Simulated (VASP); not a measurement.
# Ga2P3 (P-3m1) in VASP: further runs

Ga2P3 is run at these levels: PBE; tasks: single point, relaxation of cell and atoms.

Program: VASP 6.6.1. These are calculated values, not measurements. Logs are shortened: lines on timing, memory, paths and dates and some standing lists are left out, and cuts for length are marked.

## Step 1: The cell of the first run

The structure is trigonal, space group P-3m1 (No. 164). The conventional cell has a = 3.561 Å, b = 3.561 Å, c = 8.374 Å, α = 90.00°, β = 90.00°, γ = 120.00°. Ga (site symmetry 3m) has 7 P at 2.49 to 3.41 Å and 9 Ga at 3.48 to 3.56 Å within 3.6 Å. P (site symmetry -3m) has 6 Ga at 2.49 Å within 3.3 Å. P (site symmetry 3m) has 3 P at 2.41 Å and 3 Ga at 2.98 Å within 3.2 Å.

## Step 2: Single point, PBE

INCAR reads:

```
PREC = Accurate
ENCUT = 520
EDIFF = 1E-6
ISMEAR = 0
SIGMA = 0.1
LREAL = False
LASPH = True
NELM = 60
ALGO = Normal
ISIF = 2
LWAVE = False
LCHARG = False
GGA = PE
NBANDS = 28
```

KPOINTS reads:

```
regular mesh
0
Gamma
  12 12 6
```

POSCAR reads:

```
Ga2P3
1.0
    3.5605502092      0.0000000000      0.0000000000
   -1.7802751046      3.0835269326      0.0000000000
    0.0000000000      0.0000000000      8.3743842366
Ga P
2 3
Direct
    0.3333333333      0.6666666667      0.1679376936
    0.6666666667      0.3333333333      0.8320623064
    0.0000000000      0.0000000000      0.0000000000
    0.3333333333      0.6666666667      0.5747392603
    0.6666666667      0.3333333333      0.4252607397
```

Potentials or basis: VASP PAW PBE potentials, release 64 (Ga_d, P).

Launch:

```
$ cat potpaw_PBE.64/Ga_d/POTCAR potpaw_PBE.64/P/POTCAR > POTCAR
$ mpirun -np 1 vasp_std > vasp.out
```

OUTCAR:

```text
PREC = Accurate
   ENCUT = 520
   EDIFF = 1E-6
   ISMEAR = 0
   LREAL = False
   LASPH = True
   NELM = 60
   ISIF = 2
   GGA = PE

 ion  position               nearest neighbor table
   1  0.333  0.667  0.168-   3 2.49   3 2.49   3 2.49
   2  0.667  0.333  0.832-   3 2.49   3 2.49   3 2.49
   3  0.000  0.000  0.000-   1 2.49   2 2.49   1 2.49   2 2.49   2 2.49   1 2.49
   4  0.333  0.667  0.575-   5 2.41   5 2.41   5 2.41
   5  0.667  0.333  0.425-   4 2.41   4 2.41   4 2.41

  LATTYP: Found a hexagonal cell.
 ALAT       =     3.5605502092
 C/A-ratio  =     2.3519916149

  Lattice vectors:

 A1 = (   3.5605502092,   0.0000000000,   0.0000000000)
 A2 = (  -1.7802751046,   3.0835269326,   0.0000000000)
 A3 = (   0.0000000000,   0.0000000000,   8.3743842366)

Analysis of symmetry for initial positions (statically):
=====================================================================
 Subroutine PRICEL returns:
 Original cell was already a primitive cell.

 Routine SETGRP: Setting up the symmetry group for a
 hexagonal supercell.

 Subroutine GETGRP returns: Found 12 space group operations
 (whereof 12 operations were pure point group operations)
 out of a pool of 24 trial point group operations.

The static configuration has the point symmetry D_3d.

Analysis of symmetry for dynamics (positions and initial velocities):
=====================================================================
 Subroutine PRICEL returns:
 Original cell was already a primitive cell.

 Routine SETGRP: Setting up the symmetry group for a
 hexagonal supercell.

 Subroutine GETGRP returns: Found 12 space group operations
 (whereof 12 operations were pure point group operations)
 out of a pool of 24 trial point group operations.

The dynamic configuration has the point symmetry D_3d.

 Subroutine INISYM returns: Found 12 space group operations
 (whereof 12 operations are pure point group operations),
 and found     1 'primitive' translations

----------------------------------------------------------------------------------------

                                     Primitive cell

  volume of cell :      91.9428

  direct lattice vectors                    reciprocal lattice vectors
     3.560550209  0.000000000  0.000000000     0.280855469  0.162151981  0.000000000
[... 92 lines left out ...]
   EDIFF  = 0.1E-05   stopping-criterion for ELM
   LREAL  =      F    real-space projection
   EDIFFG = 0.1E-04   stopping-criterion for IOM
   NSW    =      0    number of steps for IOM
   IBRION =     -1    ionic relax: 0-MD 1-quasi-New 2-CG
   NFREE  =      0    steps in history (QN), initial steepest desc. (CG)
   ISIF   =      2    stress and relaxation
   ISYM   =      2    0-nonsym 1-usesym 2-fastsym
   POTIM  = 0.5000    time-step for ionic-motion
   TEBEG  =    0.0;   TEEND  =   0.0 temperature during run
   PSTRESS=    0.0 pullay stress
   NELECT =      41.0000    total number of electrons
   NUPDOWN=      -1.0000    fix difference up-down
   EMIN   =  10.00;   EMAX   =-10.00  energy-range for DOS
   EFERMI =   0.00;   METHOD = LEGACY
   ISMEAR =     0;   SIGMA  =   0.10  broadening in eV -4-tet -1-fermi 0-gaus
   EFERMI_NEDOS =   21; number of points for ismear=-14 and -15
   IALGO  =     38    algorithm
   IMIX   =      4    mixing-type and parameters
     AMIX     =   0.40;   BMIX     =  1.00
     AMIX_MAG =   1.60;   BMIX_MAG =  1.00
  volume/ion in A,a.u.               =      18.39       124.09
  Fermi-wavevector in a.u.,A,eV,Ry     =   1.250730  2.363537 21.283938  1.564325
  Thomas-Fermi vector in A             =   2.384710
   LORBIT       =      0    0 simple, 1 ext, 2 COOP (PROOUT), +10 PAW based schemes
   GGA     = PE    functional components
   LHFCALC =     F    Hartree Fock is set to
   AEXX    =    0.0000 exact exchange contribution
   IVDW    =     0    specifies the selected vdW correction
   LEPSILON=     F    determine dielectric tensor
   LRPA    =     F    only Hartree local field effects (RPA)
 non-spin polarized calculation
 Gauss-broadening in eV      SIGMA  =   0.10
  energy-cutoff  :      520.00
  volume of cell :       91.94
 maximum number of plane-waves:      2507
 NGX is ok and might be reduce to    28
   NGX = 13   NGY = 13   NGZ = 31

 number of electron      41.0000024 magnetization

 Free energy of the ion-electron system (eV)
  ---------------------------------------------------
  ext. energy  EPLUGINS =         0.00000000
  ---------------------------------------------------
  free energy    TOTEN  =       -21.40380948 eV

  energy without entropy =      -21.39388890  energy(sigma->0) =      -21.39884919

 E-fermi :   6.4398     XC(G=0): -10.5007

 val. band max:        6.4291592832   @ k =  -0.1667   0.5000   0.1667
 cond. band min:       6.4547433426   @ k =  -0.1667   0.4167   0.1667
 fundamental gap:      0.0255840595
 Fermi energy:         6.4397543035

 k-point     1 :       0.0000    0.0000    0.0000
  band No.  band energies     occupation
      1      -8.4156      2.00000
      2      -8.3908      2.00000
      3      -8.3908      2.00000
      4      -8.3693      2.00000
      5      -8.3595      2.00000
      6      -8.3595      2.00000
[... 733 lines left out ...]
     27      11.2459      0.00000
     28      12.1637      0.00000

 [... further k-points ...]

------------------------ aborting loop because EDIFF is reached ----------------------------------------

  FORCE on cell =-STRESS in cart. coord.  units (eV):
  Direction    XX          YY          ZZ          XY          YZ          ZX
  --------------------------------------------------------------------------------------
  -------------------------------------------------------------------------------------
  Total       -0.0209636     -0.0209636      0.0203756      0.0000000      0.0000000      0.0000000
  in kB       -0.3653075     -0.3653075      0.3550620      0.0000000      0.0000000      0.0000000
  external PRESSURE =      -0.1251844 kB  Pullay stress =       0.0000000 kB

 VOLUME and BASIS-vectors are now :
 -----------------------------------------------------------------------------
  energy-cutoff  :      520.00
  volume of cell :       91.94
      direct lattice vectors                 reciprocal lattice vectors
     3.560550209  0.000000000  0.000000000     0.280855469  0.162151981  0.000000000
    -1.780275105  3.083526933  0.000000000     0.000000000  0.324303962  0.000000000
     0.000000000  0.000000000  8.374384237     0.000000000  0.000000000  0.119411765

 POSITION                                       TOTAL-FORCE (eV/Angst)
 -----------------------------------------------------------------------------------
     -0.00000      2.05568      1.40637         0.000000     -0.000000      0.002608
      1.78028      1.02784      6.96801        -0.000000      0.000000     -0.002608
      0.00000      0.00000      0.00000        -0.000000      0.000000     -0.000000
     -0.00000      2.05568      4.81309        -0.000000     -0.000000     -0.030317
      1.78028      1.02784      3.56130        -0.000000      0.000000      0.030317
 -----------------------------------------------------------------------------------
    total drift:                               -0.000000      0.000000      0.000000

  FREE ENERGIE OF THE ION-ELECTRON SYSTEM (eV)
  ---------------------------------------------------
  free  energy   TOTEN  =       -21.4038094765 eV

  energy  without entropy=      -21.3938889034  energy(sigma->0) =      -21.39884919
```

OSZICAR:

```text
N       E                     dE             d eps       ncg     rms          rms(c)
DAV:   1     0.291619488323E+03    0.29162E+03   -0.18825E+04  5764   0.203E+03
DAV:   2     0.144114342900E+02   -0.27721E+03   -0.26884E+03  5980   0.482E+02
DAV:   3    -0.204102443176E+02   -0.34822E+02   -0.33868E+02  6712   0.128E+02
DAV:   4    -0.219297225310E+02   -0.15195E+01   -0.15031E+01  7188   0.256E+01
DAV:   5    -0.219650472302E+02   -0.35325E-01   -0.35256E-01  7104   0.392E+00    0.715E+00
DAV:   6    -0.214054466402E+02    0.55960E+00   -0.17963E+00  7836   0.965E+00    0.441E+00
DAV:   7    -0.214072498121E+02   -0.18032E-02   -0.50309E-01  6356   0.386E+00    0.196E+00
DAV:   8    -0.214038021458E+02    0.34477E-02   -0.39471E-02  6948   0.184E+00    0.527E-01
DAV:   9    -0.214037397837E+02    0.62362E-04   -0.46479E-03  6988   0.377E-01    0.140E-01
DAV:  10    -0.214037652213E+02   -0.25438E-04   -0.41861E-04  7124   0.121E-01    0.752E-02
DAV:  11    -0.214038048199E+02   -0.39599E-04   -0.85333E-05  7052   0.583E-02    0.180E-02
DAV:  12    -0.214038089314E+02   -0.41116E-05   -0.13402E-05  6360   0.257E-02    0.107E-02
DAV:  13    -0.214038094765E+02   -0.54508E-06   -0.18573E-06  4976   0.827E-03
   1 F= -.21403809E+02 E0= -.21398849E+02  d E =-.992057E-02
```

Run time: 98 s. Hardware: 1 thread of Intel Xeon 6975P-C (Granite Rapids), shared host; peak memory 0.35 GiB.

Results:

```
Free energy            : -21.4038 eV
Pressure               : 0.0 GPa
Largest force          : 0.030 eV/Å
Band gap on the k mesh : zero (an odd number of electrons rules out a gap without spin polarisation)
```

Forces on the atoms (eV/Å):
```
Ga   0.000  0.000  0.003
Ga   0.000  0.000 -0.003
P    0.000  0.000  0.000
P    0.000  0.000 -0.030
P    0.000  0.000  0.030
```

## Step 3: Relaxation of cell and atoms, PBE

This run uses another cell than the first one, of 18.57 Å³/atom.

INCAR reads:

```
SYSTEM = Ga2P3
ALGO = Normal
EDIFF = 1E-7
EDIFFG = -0.01
ENCUT = 600
GGA = PE
IBRION = 2
ISIF = 3
ISMEAR = 0
LASPH = .True.
LCHARG = .False.
LREAL = .False.
LWAVE = .False.
NELM = 60
NSW = 100
PREC = Accurate
SIGMA = 0.1
```

KPOINTS reads:

```
k-points
0
Gamma
  12 12 6
  0 0 0
```

POSCAR reads:

```
Ga2P3
1.0
    3.5945827220      0.0000000000      0.0000000000
   -1.7972913610      3.1129999533      0.0000000000
    0.0000000000      0.0000000000      8.2963017789
Ga P
2 3
Direct
    0.3333333333      0.6666666667      0.1681896062
    0.6666666667      0.3333333333      0.8318103938
    0.0000000000      0.0000000000      0.0000000000
    0.3333333333      0.6666666667      0.5708144446
    0.6666666667      0.3333333333      0.4291855554
```

Potentials or basis: VASP PAW PBE potentials, release 64 (Ga_d, P).

Launch:

```
$ cat potpaw_PBE.64/Ga_d/POTCAR potpaw_PBE.64/P/POTCAR > POTCAR
$ mpirun -np 1 vasp_std > vasp.out
```

Run time: 9.4 min. Hardware: 1 thread of Intel Xeon 6975P-C (Granite Rapids), shared host; peak memory 0.41 GiB.

Results (log left out):

- Free energy: -21.4042 eV
- Relaxed volume: 18.47 Å³/atom
- Relaxed cell: a = 3.562 Å, b = 3.562 Å, c = 8.404 Å, α = 90.00°, β = 90.00°, γ = 120.00°
- Space group after relaxing (to 0.1 Å): P-3m1 (No. 164)
- Energy gained by relaxing: 3.3 meV/atom
- Ionic steps: 8
- Pressure after relaxing: 0.0 GPa
- Largest force after relaxing: 0.008 eV/Å
- Band gap on the k mesh: zero (an odd number of electrons rules out a gap without spin polarisation)

Forces on the atoms (eV/Å):
```
Ga   0.000  0.000  0.008
Ga   0.000  0.000 -0.008
P    0.000  0.000  0.000
P    0.000  0.000  0.002
P    0.000  0.000 -0.002
```

The path:
| step | energy change (eV) | largest force (eV/Å) | pressure (GPa) | volume (Å³) |
| --- | --- | --- | --- | --- |
| 1 | 0.0000 | 0.2631 | 0.05 | 92.84 |
| 2 | -0.0116 | 0.1263 | -0.24 | 92.90 |
| 3 | -0.0154 | 0.0319 | -0.45 | 92.96 |
| 4 | -0.0155 | 0.0332 | -0.46 | 92.96 |
| 5 | -0.0162 | 0.0341 | 0.17 | 92.12 |
| 6 | -0.0164 | 0.0144 | -0.01 | 92.38 |
| 7 | -0.0164 | 0.0133 | -0.04 | 92.39 |
| 8 | -0.0165 | 0.0083 | 0.01 | 92.36 |

Final structure:
```xyz
5
Lattice="3.5623 0.0000 0.0000 -1.7811 3.0850 0.0000 0.0000 0.0000 8.4042" Properties=species:S:1:pos:R:3 pbc="T T T"
Ga    0.0000    2.0567    1.4049
Ga    1.7811    1.0283    6.9993
P    -1.7811    3.0850    0.0000
P     0.0000    2.0567    4.8220
P     1.7811    1.0283    3.5822
```

Levels at points of the mesh, in eV from the Fermi level:
```csv
k point,band 18,band 19,band 20,band 21,band 22,band 23,band 24
"(0.00, 0.00, 0.00)",-0.20,-0.19,-0.19,1.37,1.37,1.73,3.67
"(0.50, 0.00, 0.00)",-2.50,-2.31,-1.99,-0.84,-0.54,1.52,1.54
"(0.00, 0.00, 0.50)",-1.67,-0.18,-0.18,1.31,1.36,1.36,3.65
"(0.50, 0.00, 0.50)",-3.97,-3.79,-2.11,-0.19,0.96,1.38,2.24
```

The gap in the log of VASP goes by the Fermi energy; the results here count the filled bands.